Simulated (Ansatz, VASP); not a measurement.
**Al2Cu: VASP beside Ansatz**

Contents of INCAR:

```
SYSTEM = Al2Cu
ALGO     = Fast           ! electronic algorithm
EDIFF    = 1E-6           ! SCF threshold, eV
EDIFFG   = -0.01          ! ionic threshold
ENCUT    = 600            ! plane-wave cutoff, eV
GGA      = PE             ! functional
IBRION   = 2              ! ionic algorithm
ISIF     = 3              ! what is computed and relaxed
ISMEAR   = 0              ! smearing method
LASPH    = .TRUE.         ! aspherical terms in the spheres
LCHARG   = .FALSE.        ! write CHGCAR
LREAL    = .FALSE.        ! projectors in reciprocal space
LWAVE    = .FALSE.        ! write WAVECAR
NELM     = 60             ! most SCF steps
NSW      = 100            ! ionic steps
PREC     = Accurate       ! precision mode
SIGMA    = 0.1            ! smearing width, eV
```

The input KPOINTS:

```
k-points
0
G
  24 24 24
  0 0 0
```

POSCAR

```
Al2Cu
1.0
   -1.3911270000      1.3911270000      5.6892322000
    1.3911270000     -1.3911270000      5.6892322000
    1.3911270000      1.3911270000     -5.6892322000
Al Cu
2 1
Direct
    0.6545720000      0.6545720000      0.0000000000
    0.3454280000      0.3454280000      0.0000000000
    0.0000000000      0.0000000000      0.0000000000
```

Input for Ansatz:

```yaml
crystal:
  lattice:
    - [-1.391127, 1.391127, 5.6892322]
    - [1.391127, -1.391127, 5.6892322]
    - [1.391127, 1.391127, -5.6892322]
  atoms:
    - { symbol: Al, position: [0.654572, 0.654572, 0.0] }
    - { symbol: Al, position: [0.345428, 0.345428, 0.0] }
    - { symbol: Cu, position: [0.0, 0.0, 0.0] }
basis:
  ecutwfc: 420
kpoints:
  mp_grid: { grid: [24, 24, 24] }
hamiltonian:
  xc: pbe
scf:
  occupations: { method: gaussian, width: 0.1 }
output:
  forces: true
  stress: true
  eigenvalues: true
relax:
  adjacent_minimum: "off"
  f_tol: 0.01
  max_steps: 80
  cell: { stress_tol: 0.05 }
```

Alike in both runs: task relaxation of cell and atoms; functional PBE; k mesh 24 × 24 × 24; occupations gaussian, width 0.1 eV; no spin polarisation.

|  | VASP | Ansatz |
| --- | --- | --- |
| version | VASP 6.6.1 | Ansatz 0.2.0 |
| potentials or method | VASP PAW PBE potentials, release 64 (Al, Cu), cutoff 600 eV | scalar-relativistic, plane waves, PAW |
| valence electrons in the cell | 17 | 25 |

|  | VASP | Ansatz | Ansatz less VASP |
| --- | --- | --- | --- |
| gap on the k mesh at the Fermi level, each at its own relaxed structure (eV) | none | none | - |
| relaxed volume (Å³/atom) | 14.72 | 14.68 | -0.036 |
| relaxed length of the cell vector where the two differ most in proportion (Å) | 6.026 | 6.020 | -0.0065 |

A gap of «none» marks a metal or a gap that the smearing closes. VASP's potentials hold 17 valence electrons a cell and Ansatz's 25, so a difference there can come from the potentials and not from the codes.
